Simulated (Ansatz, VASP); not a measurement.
**InSe: VASP beside Ansatz**

Contents of INCAR:

```
PREC = Accurate
ENCUT = 520
EDIFF = 1E-6
ISMEAR = -1
SIGMA = 0.05
LREAL = False
LASPH = True
NELM = 60
ALGO = Normal
ISIF = 2
LWAVE = False
LCHARG = True
GGA = B5
ALDAX = 1.0
AGGAX = 1.0
AGGAC = 1.0
ALDAC = 0.0
LELF = True
LVHAR = True
NBANDS = 27
```

Contents of KPOINTS:

```
regular mesh
0
Gamma
  8 8 8
```

The input POSCAR:

```
InSe
1.0
    1.9591722174      1.1311286071      8.2677067576
   -1.9591722174      1.1311286071      8.2677067576
    0.0000000000     -2.2622572143      8.2677067576
In Se
2 2
Direct
    0.8886000000      0.8886000000      0.8886000000
    0.0000000000      0.0000000000      0.0000000000
    0.1719000000      0.1719000000      0.1719000000
    0.3835000000      0.3835000000      0.3835000000
```

input.yaml

```yaml
crystal:
  lattice:
    - [1.9591722174, 1.1311286071, 8.2677067576]
    - [-1.9591722174, 1.1311286071, 8.2677067576]
    - [0.0, -2.2622572143, 8.2677067576]
  atoms:
    - { symbol: In, position: [0.8886, 0.8886, 0.8886] }
    - { symbol: In, position: [0.0, 0.0, 0.0] }
    - { symbol: Se, position: [0.1719, 0.1719, 0.1719] }
    - { symbol: Se, position: [0.3835, 0.3835, 0.3835] }
hamiltonian:
  xc: blyp
  pseudopotentials: { kind: paw }
kpoints:
  mp_grid: { grid: [8, 8, 8] }
scf:
  occupations: { method: fermi_dirac, width: 0.05 }
output:
  forces: true
  stress: true
  eigenvalues: true
```

Alike in both runs: task single point; functional BLYP; k mesh 8 × 8 × 8; occupations fermi-dirac, width 0.05 eV; no spin polarisation.

|  | VASP | Ansatz |
| --- | --- | --- |
| version | VASP 6.6.1 | Ansatz 0.2.0 |
| potentials or method | VASP PAW PBE potentials, release 64 (In_d, Se) | Ansatz PAW |
| plane-wave cutoff (eV) | 520 | 420 |
| valence electrons in the cell | 38 | 58 |

```tsv
	VASP	Ansatz	Ansatz less VASP
gap on the k mesh at the Fermi level (eV)	0.57	0.56	-0.013
least direct gap on the mesh (eV)	0.57	0.56	-0.013
pressure (GPa)	10.2	10.0	-0.20
traceless stress, the component that is largest in VASP (GPa)	-1.87	-1.86	+0.011
rms of the force components (eV/Å)	0.496	0.478	-0.0178
```

VASP's potentials were made for PBE, not for BLYP. Atom by atom the forces differ by 0.018 eV/Å (rms over components). VASP's potentials hold 38 valence electrons a cell and Ansatz's 58, so a difference there can come from the potentials and not from the codes.
